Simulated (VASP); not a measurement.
Wanted: the native input for a VASP 6.6.1 run.

```
Task                   : single point
Functional             : PBEsol
Potentials or basis    : VASP PAW PBE potentials, release 64 (Ni, O)
Cutoff                 : 520 eV
k mesh                 : 12 × 12 × 17
Occupations            : gaussian, width 0.1 eV
Spin                   : collinear spin, ferromagnetic start
Starting moments       : [1.15, 0.21] μB
Dipole correction      : no
Further INCAR settings : ALGO = Normal; EDIFF = 1e-07; NBANDS = 19; ISYM = 0
```

The structure of NiO lies in POSCAR:

```
NiO
1.0
    2.9464519461      0.0000000000      0.0000000000
    0.0000000000      2.9464519461      0.0000000000
    1.4732259731      1.4732259731      2.0276325560
Ni O
1 1
Direct
    0.0000000000      0.0000000000      0.0000000000
    0.5000000000      0.5000000000      0.0000000000
```

The input as run:

INCAR

```
SYSTEM = NiO
  ALGO = Normal
  EDIFF = 1E-7
  ENCUT = 520
  GGA = PS
  ISIF = 2
  ISMEAR = 0
  ISPIN = 2
  ISYM = 0
  LASPH = .True.
  LCHARG = .False.
  LMAXMIX = 4
  LORBIT = 11
  LREAL = .False.
  LWAVE = .False.
  MAGMOM = 1.15 0.21
  NBANDS = 19
  NELM = 150
  PREC = Accurate
  SIGMA = 0.1
```

KPOINTS

```
k-points
0
Gamma
  12 12 17
  0 0 0
```

Potentials or basis: VASP PAW PBE potentials, release 64 (Ni, O).

Run with:

```console
$ cat potpaw_PBE.64/Ni/POTCAR potpaw_PBE.64/O/POTCAR > POTCAR
$ mpirun -np 1 vasp_std > vasp.out
```

Results of the run:

```yaml
Pressure: -2.1 GPa
Net_moment: 1.21 μB per cell
Site_moments: Ni +1.01; O +0.17 μB
Valence_electrons_inside_the_program's_atomic_spheres: Ni 9.10; O 4.95
```

Caveat: the PAW data sets were made with another functional, which shifts forces and pressure a little; a cell with one magnetic atom can't hold antiferromagnetic order, which such compounds often take.

Run time: 7 min on 1 thread of AMD EPYC 9R45 (Zen 5), on a shared host, peak memory 0.63 GiB.
